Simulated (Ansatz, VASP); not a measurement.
**GaSb in VASP and in Ansatz**

```
Ga Sb
1.0
     0.00000    3.18136    3.05900
     3.05900    0.00000    3.05900
     3.05900    3.18136    0.00000
Ga Sb
1 1
Direct
  0.00000 0.00000 0.00000
  0.75000 0.75000 0.75000
```

Change from the starting cell: strain +0.0400 x Voigt [0, 1, 0, 0, 0, 0], atoms carried along.

Alike in both runs: task single point; functional PBEsol; k mesh 14 × 14 × 14; occupations gaussian, width 0.15 eV; no spin polarisation.

```csv
,VASP,Ansatz
version,VASP 6.6.1,Ansatz 0.2.0
potentials or method,"VASP PAW PBE potentials, release 64 (Ga_d, Sb), cutoff 520 eV","scalar-relativistic, plane waves, PAW"
valence electrons in the cell,18,28
```

```csv
,VASP,Ansatz,Ansatz less VASP
gap on the k mesh at the Fermi level (eV),none,none,-
pressure (GPa),-1.9,-2.0,-0.08
"traceless stress, the component that is largest in VASP (GPa)",-1.20,-1.20,0.000
```

VASP's potentials were made for PBE, not for PBEsol. A gap of «none» marks a metal or a gap that the smearing closes. The functional is the same, so the differences come from potentials, cutoffs and numerics. VASP's potentials hold 18 valence electrons a cell and Ansatz's 28, so a difference there can come from the potentials and not from the codes.

Spin-orbit coupling is off throughout.
